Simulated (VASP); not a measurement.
Cu: single point with RPBE

Cu:

```
Cu
1.0
     2.50248    0.00000    0.00000
     0.00000    2.50248    0.00000
     0.00000    0.00000    2.50248
Cu
1
Direct
  0.00000 0.00000 0.00000
```

This cell differs from its parent crystal: volume scaled by 1.08.

* Program: VASP 6.6.1
* Task: single point
* Functional: RPBE
* Potentials or basis: VASP PAW PBE potentials, release 64 (Cu)
* Cutoff: 520 eV
* k mesh: 14 × 14 × 14
* Occupations: fermi-dirac, width 0.1 eV
* Spin: no spin polarisation

```yaml
Pressure: -4.9 GPa
```

Levels at points of the mesh, in eV from the Fermi level:
```
           k point  band 3  band 4  band 5  band 6  band 7  band 8
(0.00, 0.00, 0.00)   -3.34   -1.27   -1.27   -1.27   16.32   16.32
(0.50, 0.00, 0.00)   -1.90   -1.90   -1.22   -0.95    1.60   22.03
(0.50, 0.50, 0.00)   -1.78   -1.78   -0.82    4.11    4.11    7.56
(0.50, 0.50, 0.50)   -3.05   -0.79   -0.79    9.26    9.26    9.26
```

It took 6.5 s on 1 thread of Intel(R) Xeon(R) 6975P-C (Granite Rapids), with other jobs on the host, peak memory 0.13 GiB.

Caveat: the PAW data sets were made with another functional, which shifts forces and pressure a little.
